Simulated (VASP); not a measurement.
# Si (a cell with a defect) in VASP: single point with PBEsol

Aim: the single point of Si (a cell with a defect) with PBEsol.

Everything below comes from runs of VASP 6.6.1. Logs are shortened: lines on timing, memory, paths and dates and some standing lists are left out, and cuts for length are marked.

## 1. The cell of the first run

The cell holds a defect, 62 atoms: a = 10.866 Å, b = 10.866 Å, c = 10.866 Å, α = 90.00°, β = 90.00°, γ = 90.00°.

## 2. Single point, PBEsol, collinear spin

Input file INCAR:

```
SYSTEM = Si
PREC = Accurate ; ENCUT = 520
EDIFF = 1E-6 ; ISMEAR = -1
SIGMA = 0.05 ; LREAL = Auto
LASPH = .True. ; NELM = 150
ALGO = Normal ; ISIF = 2
LWAVE = .False. ; LCHARG = .False.
ISPIN = 2 ; MAGMOM = 0 0 0 0 0 0 0 0 0 0 0 0 0 0 0 0 0 0 0 0 0 0.333 0 0.333 0 0 0 0 0 0 0 0 0 0 0 0 0 0.333 0 0 0.333 0 0 0 0 0 0 0 0 0 0 0 0 0.333 0 0 0 0 0.333 0 0 0
LORBIT = 11 ; GGA = PS
NBANDS = 165
```

Input file KPOINTS:

```
Automatic mesh
0
Gamma
  1 1 1
  0 0 0
```

Input file POSCAR:

```
Si
1.0
   10.8655790000      0.0000000000      0.0000000000
    0.0000000000     10.8655790000      0.0000000000
    0.0000000000      0.0000000000     10.8655790000
Si
62
Direct
    0.0002940000      0.0003390000      0.0002200000
    0.9998940000      0.9999810000      0.5003390000
    0.9998460000      0.5005300000      0.9997130000
    0.9998730000      0.5000900000      0.4999660000
    0.5005070000      0.9999380000      0.9997540000
    0.5000750000      0.9999480000      0.5000640000
    0.5000450000      0.5001000000      0.9998070000
    0.1247760000      0.1247520000      0.1245840000
    0.1251400000      0.1253260000      0.6244470000
    0.1252040000      0.6246870000      0.1251560000
    0.1250860000      0.6250720000      0.6248240000
    0.6245540000      0.1253240000      0.1251150000
    0.6250050000      0.1252860000      0.6248130000
    0.6249940000      0.6250270000      0.1250060000
    0.2497520000      0.2498120000      0.9983250000
    0.2509350000      0.2510110000      0.4984170000
    0.2523280000      0.7493970000      0.9988790000
    0.2543240000      0.7456140000      0.5003670000
    0.7493490000      0.2523920000      0.9987950000
    0.7456000000      0.2543310000      0.5002580000
    0.7508660000      0.7509110000      0.0012280000
    0.7464130000      0.7463960000      0.5095470000
    0.3741500000      0.3741840000      0.1235520000
    0.3785640000      0.3787830000      0.6153700000
    0.3756990000      0.8728250000      0.1260070000
    0.3794390000      0.8708250000      0.6245650000
    0.8727060000      0.3758360000      0.1259470000
    0.8707670000      0.3794740000      0.6244720000
    0.8752700000      0.8752830000      0.1264700000
    0.8741240000      0.8742150000      0.6263090000
    0.2498240000      0.9985290000      0.2497290000
    0.2523190000      0.9990220000      0.7492420000
    0.2509900000      0.4985540000      0.2508950000
    0.2541540000      0.5005750000      0.7454840000
    0.7493190000      0.9990050000      0.2521650000
    0.7508910000      0.0014910000      0.7506980000
    0.7456280000      0.5006060000      0.2541030000
    0.7462950000      0.5097040000      0.7461370000
    0.3742160000      0.1236970000      0.3741130000
    0.3756920000      0.1261350000      0.8726100000
    0.3787680000      0.6154610000      0.3785790000
    0.3794180000      0.6246260000      0.8707400000
    0.8727220000      0.1261830000      0.3754920000
    0.8752870000      0.1266540000      0.8751110000
    0.8708880000      0.6246740000      0.3793430000
    0.8740780000      0.6266080000      0.8738640000
    0.9984490000      0.2498250000      0.2495840000
    0.9989140000      0.2524400000      0.7492670000
    0.9989740000      0.7493900000      0.2522330000
    0.0014080000      0.7509840000      0.7507120000
    0.4985200000      0.2510600000      0.2509530000
    0.5004100000      0.2542330000      0.7454980000
    0.5005370000      0.7457270000      0.2540690000
    0.5097510000      0.7463880000      0.7463500000
    0.1236010000      0.3742440000      0.3740390000
    0.1260790000      0.3758370000      0.8725990000
    0.1261560000      0.8727700000      0.3756020000
    0.1266190000      0.8753530000      0.8751490000
    0.6153190000      0.3789200000      0.3786280000
    0.6245300000      0.3794990000      0.8706720000
    0.6245880000      0.8709230000      0.3793740000
    0.6265780000      0.8741950000      0.8739400000
```

Potentials or basis: VASP PAW PBE potentials, release 64 (Si).

Launch:

```
$ cat potpaw_PBE.64/Si/POTCAR > POTCAR
$ mpirun -np 1 vasp_gam > vasp.out
```

OUTCAR:

```text
SYSTEM = Si
   PREC = Accurate
   ENCUT = 520
   EDIFF = 1E-6
   ISMEAR = -1
   LREAL = Auto
   LASPH = .True.
   NELM = 150
   ISIF = 2
   ISPIN = 2
   LORBIT = 11
   GGA = PS

 ion  position               nearest neighbor table
   1  0.000  0.000  0.000-   8 2.34  29 2.36  58 2.36  44 2.36
   2  1.000  1.000  0.500-   9 2.35  30 2.37  57 2.37  43 2.37
   3  1.000  0.501  1.000-  10 2.35  46 2.37  56 2.37  27 2.37
   4  1.000  0.500  0.500-  45 2.35  28 2.35  11 2.35  55 2.36
   5  0.501  1.000  1.000-  12 2.35  62 2.37  40 2.37  25 2.37
   6  0.500  1.000  0.500-  61 2.35  26 2.35  13 2.35  39 2.36
[... 42 lines left out ...]
  49  0.999  0.749  0.252-  57 2.35  29 2.35  10 2.37  45 2.38
  50  0.001  0.751  0.751-  58 2.35  46 2.35  30 2.35  11 2.36
  51  0.499  0.251  0.251-  59 2.34  39 2.35  23 2.35  12 2.37
  52  0.500  0.254  0.745-  13 2.35  60 2.35  24 2.36  40 2.38
  53  0.501  0.746  0.254-  14 2.35  61 2.35  41 2.36  25 2.38
  54  0.510  0.746  0.746-  62 2.34  42 2.36  26 2.36
  55  0.124  0.374  0.374-  47 2.35  33 2.35  16 2.35   4 2.36
  56  0.126  0.376  0.873-  48 2.35  15 2.36   3 2.37  34 2.38
  57  0.126  0.873  0.376-  49 2.35  31 2.35   2 2.37  18 2.38
  58  0.127  0.875  0.875-  50 2.35  32 2.35  17 2.36   1 2.36
  59  0.615  0.379  0.379-  51 2.34  20 2.36  37 2.36
  60  0.625  0.379  0.871-   7 2.35  52 2.35  38 2.36  19 2.38
  61  0.625  0.871  0.379-   6 2.35  53 2.35  22 2.36  35 2.38
  62  0.627  0.874  0.874-  54 2.34  36 2.35  21 2.35   5 2.37

  LATTYP: Found a simple cubic cell.
 ALAT       =    10.8655790000

  Lattice vectors:

 A1 = (  10.8655790000,   0.0000000000,   0.0000000000)
 A2 = (   0.0000000000,  10.8655790000,   0.0000000000)
 A3 = (   0.0000000000,   0.0000000000,  10.8655790000)

Analysis of symmetry for initial positions (statically):
=====================================================================
 Subroutine PRICEL returns:
 Original cell was already a primitive cell.

 Routine SETGRP: Setting up the symmetry group for a
 simple cubic supercell.

 Subroutine GETGRP returns: Found  1 space group operations
 (whereof  1 operations were pure point group operations)
 out of a pool of 48 trial point group operations.

The static configuration has the point symmetry C_1 .

Analysis of symmetry for dynamics (positions and initial velocities):
=====================================================================
 Subroutine PRICEL returns:
 Original cell was already a primitive cell.

 Routine SETGRP: Setting up the symmetry group for a
 simple cubic supercell.

 Subroutine GETGRP returns: Found  1 space group operations
 (whereof  1 operations were pure point group operations)
 out of a pool of 48 trial point group operations.

The dynamic configuration has the point symmetry C_1 .

Analysis of structural, dynamic, and magnetic symmetry:
[... 252 lines left out ...]

  energy without entropy =     -345.35419814  energy(sigma->0) =     -345.40103079

 E-fermi :   5.6683     XC(G=0):  -9.4069

 val. band max:        5.5881419515   @ k =   0.0000   0.0000   0.0000
 cond. band min:       5.7467936858   @ k =   0.0000   0.0000   0.0000
 fundamental gap:      0.1586517343
 Fermi energy:         5.6682650607

 spin component 1

 k-point     1 :       0.0000    0.0000    0.0000
  band No.  band energies     occupation
      1      -6.4076      1.00000
      2      -5.3717      1.00000
      3      -5.3713      1.00000
      4      -5.3566      1.00000
      5      -5.3561      1.00000
      6      -5.3258      1.00000
[... 128 lines left out ...]
    135       6.6136      0.00000
    136       6.6429      0.00000
 Fermi energy:         5.6682650607

 spin component 2

 k-point     1 :       0.0000    0.0000    0.0000
  band No.  band energies     occupation
      1      -6.3942      1.00000
      2      -5.3589      1.00000
      3      -5.3585      1.00000
      4      -5.3396      1.00000
      5      -5.3391      1.00000
      6      -5.3160      1.00000
[... 128 lines left out ...]
    135       6.6575      0.00000
    136       6.6607      0.00000
 [bands above 136 left out]

------------------------ aborting loop because EDIFF is reached ----------------------------------------

  FORCE on cell =-STRESS in cart. coord.  units (eV):
  Direction    XX          YY          ZZ          XY          YZ          ZX
  --------------------------------------------------------------------------------------
  -------------------------------------------------------------------------------------
  Total       -2.8891254     -2.9104417     -2.8876265      5.4972735      5.4714911      5.3591869
  in kB       -3.6084305     -3.6350540     -3.6065585      6.8659290      6.8337276      6.6934630
  external PRESSURE =      -3.6166810 kB  Pullay stress =       0.0000000 kB

 VOLUME and BASIS-vectors are now :
 -----------------------------------------------------------------------------
  energy-cutoff  :      520.00
  volume of cell :     1282.80
      direct lattice vectors                 reciprocal lattice vectors
    10.865579000  0.000000000  0.000000000     0.092033752  0.000000000  0.000000000
     0.000000000 10.865579000  0.000000000     0.000000000  0.092033752  0.000000000
     0.000000000  0.000000000 10.865579000     0.000000000  0.000000000  0.092033752

 POSITION                                       TOTAL-FORCE (eV/Angst)
 -----------------------------------------------------------------------------------
      0.00319      0.00368      0.00239         0.004191      0.005004     -0.001794
     10.86443     10.86537      5.43647        -0.006192     -0.004874      0.005603
     10.86391      5.43855     10.86246        -0.003429      0.023649     -0.002016
     10.86420      5.43377      5.43242         0.001381      0.009311      0.005213
      5.43830     10.86491     10.86291         0.009007     -0.004219     -0.005323
      5.43360     10.86501      5.43348         0.005718      0.002785      0.003764
[... 54 lines left out ...]
      6.78651      9.46308      4.12212        -0.000840      0.001458     -0.006224
      6.80813      9.49863      9.49586        -0.005703      0.002188      0.006755
 -----------------------------------------------------------------------------------
    total drift:                               -0.002537      0.004440      0.003729

  FREE ENERGIE OF THE ION-ELECTRON SYSTEM (eV)
  ---------------------------------------------------
  free  energy   TOTEN  =      -345.4478634396 eV

  energy  without entropy=     -345.3541981368  energy(sigma->0) =     -345.40103079

 total charge

# of ion       s       p       d       tot
------------------------------------------
    1        0.740   0.952   0.000   1.692
    2        0.751   0.930   0.000   1.681
    3        0.751   0.930   0.000   1.681
    4        0.739   0.958   0.000   1.698
    5        0.751   0.930   0.000   1.681
    6        0.739   0.958   0.000   1.698
[... 54 lines left out ...]
   61        0.743   0.939   0.000   1.682
   62        0.743   0.948   0.000   1.691
--------------------------------------------------
tot         46.303  57.991   0.000 104.294

 magnetization (x)

# of ion       s       p       d       tot
------------------------------------------
    1       -0.000  -0.001   0.000  -0.001
    2        0.001   0.006   0.000   0.007
    3        0.001   0.006   0.000   0.007
    4       -0.000   0.001   0.000   0.001
    5        0.001   0.006   0.000   0.007
    6       -0.000   0.001   0.000   0.001
[... 54 lines left out ...]
   61        0.000   0.006   0.000   0.006
   62        0.001  -0.001   0.000  -0.000
--------------------------------------------------
tot          0.116   0.373   0.000   0.489
```

Wall time 26 min (1 thread of Intel Xeon 8259CL, shared host); peak memory 1.4 GiB.

What came out:

- Free energy: -345.4479 eV
- Pressure: -0.4 GPa
- Largest force: 0.024 eV/Å
- Net moment: 1.33 μB per cell
- Site moments: Si -0.00, +0.01, +0.00, +0.06 (each value once) μB
- Valence electrons inside the program's atomic spheres: Si 1.69, 1.68, 1.70, 1.63 (each value once)

Forces in eV/Å, atoms in the order of the input:
```
Si   0.004  0.005 -0.002
Si  -0.006 -0.005  0.006
Si  -0.003  0.024 -0.002
Si   0.001  0.009  0.005
Si   0.009 -0.004 -0.005
Si   0.006  0.003  0.004
Si   0.006  0.007  0.001
Si  -0.002  0.002  0.008
Si   0.007 -0.001  0.002
Si   0.002 -0.016 -0.005
Si  -0.001 -0.008 -0.005
Si  -0.003  0.000  0.000
Si  -0.006 -0.012 -0.001
Si  -0.007 -0.002 -0.008
Si  -0.001  0.002  0.002
Si  -0.002  0.004  0.006
Si   0.001  0.007 -0.007
Si  -0.012  0.006  0.005
Si   0.002  0.004 -0.003
Si   0.004 -0.003  0.003
Si   0.004  0.001  0.000
Si  -0.011 -0.005  0.012
Si   0.001 -0.001 -0.001
Si   0.011 -0.001 -0.019
Si   0.002 -0.005  0.003
Si   0.001  0.006 -0.003
Si  -0.004 -0.008  0.006
Si   0.007 -0.005 -0.007
Si   0.001  0.002  0.002
Si   0.000 -0.003  0.001
Si  -0.005  0.005 -0.008
Si  -0.003 -0.002 -0.003
Si  -0.004  0.013 -0.005
Si  -0.005  0.008  0.007
Si   0.005 -0.004  0.003
Si   0.001  0.000 -0.003
Si   0.005  0.000 -0.002
Si  -0.008  0.018 -0.001
Si  -0.002 -0.001  0.004
Si  -0.001  0.004  0.001
Si   0.010 -0.018  0.000
Si  -0.005 -0.002  0.006
Si  -0.002  0.002  0.002
Si   0.001 -0.003  0.010
Si   0.000 -0.007 -0.008
Si  -0.001 -0.010  0.002
Si   0.007  0.002 -0.004
Si  -0.002  0.002 -0.001
Si  -0.005  0.009  0.003
Si  -0.003  0.004  0.000
Si   0.010 -0.001 -0.007
Si   0.005  0.003  0.000
Si   0.000  0.001  0.000
Si   0.005 -0.010 -0.013
Si   0.002 -0.006  0.001
Si   0.007 -0.009  0.001
Si   0.004 -0.002  0.002
Si  -0.003 -0.002  0.007
Si  -0.013  0.007  0.005
Si  -0.002 -0.006  0.005
Si  -0.001  0.001 -0.006
Si  -0.006  0.002  0.007
```

Caveat: the k points lie up to 0.58 Å⁻¹ apart; the PAW data sets were made with another functional, which shifts forces and pressure a little.
